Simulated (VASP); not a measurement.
Wanted: the native input for a VASP 6.6.1 run.

```yaml
Task: single point
Functional: PBE
Potentials_or_basis: VASP PAW PBE potentials, release 64 (Cd, F)
Cutoff: 520 eV
k_mesh: 8 × 8 × 8
Occupations: gaussian, width 0.05 eV
Spin: no spin polarisation
Dipole_correction: no
Further_INCAR_settings: ALGO = Normal; EDIFF = 1e-07; NBANDS = 20
```

The structure of CdF2 lies in POSCAR:

```
CdF2
1.0
    0.0000000000      2.6940000000      2.6940000000
    2.6940000000      0.0000000000      2.6940000000
    2.6940000000      2.6940000000      0.0000000000
Cd F
1 2
Direct
    0.0120549193      0.0120549193      0.0120549193
    0.2500000000      0.2500000000      0.2500000000
    0.7500000000      0.7500000000      0.7500000000
```

This cell differs from its parent crystal: all Cd atoms moved +0.113 Å, as atom 1 along Cartesian [1 1 1].

The input as run:

INCAR

```
  ALGO = Normal
  EDIFF = 1E-7
  ENCUT = 520
  GGA = PE
  ISIF = 2
  ISMEAR = 0
  LASPH = True
  LCHARG = False
  LREAL = False
  LWAVE = False
  NBANDS = 20
  NELM = 100
  PREC = Accurate
  SIGMA = 0.05
```

KPOINTS

```
k-points
0
Gamma
  8 8 8
```

Potentials or basis: VASP PAW PBE potentials, release 64 (Cd, F).

Command:

```bash
$ cat potpaw_PBE.64/Cd/POTCAR potpaw_PBE.64/F/POTCAR > POTCAR
$ mpirun -np 1 vasp_std > vasp.out
```

Results of the run:

| Property | Result |
| --- | --- |
| Pressure | 6.9 GPa |
| Largest force | 0.703 eV/Å |
| Band gap on the k mesh | 3.08 eV, indirect (least direct gap 3.58 eV) |

Caveat: the cell differs from its parent crystal (all Cd atoms moved +0.113 Å, as atom 1 along Cartesian [1 1 1]).

It took 29 s on 1 thread of Intel(R) Xeon(R) Platinum 8375C CPU @ 2.90GHz (Ice Lake) (shared host), peak memory 0.18 GiB.
